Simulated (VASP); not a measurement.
Here is a VASP 6.6.1 calculation.

Contents of INCAR:

```
SYSTEM = As
PREC = Accurate
ENCUT = 600
EDIFF = 1E-7
ISMEAR = 0
SIGMA = 0.01
LREAL = .False.
LASPH = .True.
NELM = 60
ALGO = Normal
ISIF = 3
LWAVE = .False.
LCHARG = .False.
GGA = PE
IBRION = 2
NSW = 100
EDIFFG = -0.01
```

The input KPOINTS:

```
regular mesh
0
Gamma
  12 12 4
  0 0 0
```

The input POSCAR:

```
As
1.0
    3.7278831778      0.0000000000      0.0000000000
   -1.8639415889      3.2284415343      0.0000000000
    0.0000000000      0.0000000000      8.9687289911
As
4
Direct
    0.0000000000      0.0000000000      0.7775784236
    0.0000000000      0.0000000000      0.2224215764
    0.3333333333      0.6666666667      0.6296809590
    0.6666666667      0.3333333333      0.3703190410
```

Potentials or basis: VASP PAW PBE potentials, release 64 (As).

Launch:

```sh
$ cat potpaw_PBE.64/As/POTCAR > POTCAR
$ mpirun -np 1 vasp_std > vasp.out
```

Q: Predict the space group after relaxing (to 0.1 Å).

A: P-3m1 (No. 164).

Q: What does it give for the relaxed volume?

A: 33.77 Å³/atom.

The path:
```
step  energy change (eV)  largest force (eV/Å)  pressure (GPa)  volume (Å³)
   1              0.0000                0.1617            0.24       107.94
   3             -0.0033                0.0741           -0.21       108.46
   5             -0.0050                0.0745            0.17       107.93
   7             -0.0083                0.0200            0.10       109.19
   9             -0.0102                0.0332           -0.19       111.72
  11             -0.0105                0.0160            0.00       111.39
  13             -0.0105                0.0109            0.03       111.39
  15             -0.0105                0.0255            0.06       111.38
  17             -0.0105                0.0205            0.04       111.40
  19             -0.0106                0.0192           -0.01       111.55
  21             -0.0106                0.0182           -0.05       111.66
  23             -0.0107                0.0100           -0.06       111.70
  25             -0.0110                0.0358           -0.13       111.86
  27             -0.0111                0.0811           -0.21       112.07
  29             -0.0112                0.0816           -0.19       112.06
  31             -0.0117                0.0832           -0.09       112.06
  33             -0.0138                0.1040            0.25       112.00
  35             -0.0141                0.1141            0.44       111.95
  37             -0.0149                0.1176            0.55       112.16
  39             -0.0115                0.1793            1.09       113.01
  41             -0.0186                0.1372            0.73       112.96
  43             -0.0222                0.2098            0.61       114.84
  45             -0.0325                0.1039            0.22       117.01
  47             -0.0336                0.0536            0.06       118.02
  49             -0.0392                0.0727           -0.04       119.43
  51             -0.0541                0.1394           -0.31       125.74
  53             -0.0621                0.0079            0.08       134.59
  55             -0.0622                0.0054            0.04       134.77
  56             -0.0622                0.0087           -0.01       135.09
```

Caveat: the volume moved by over 15 % at a fixed basis, so the end points are rough; this functional lacks dispersion, which binds the layers, so the pressure and a relaxed spacing across them are unreliable.
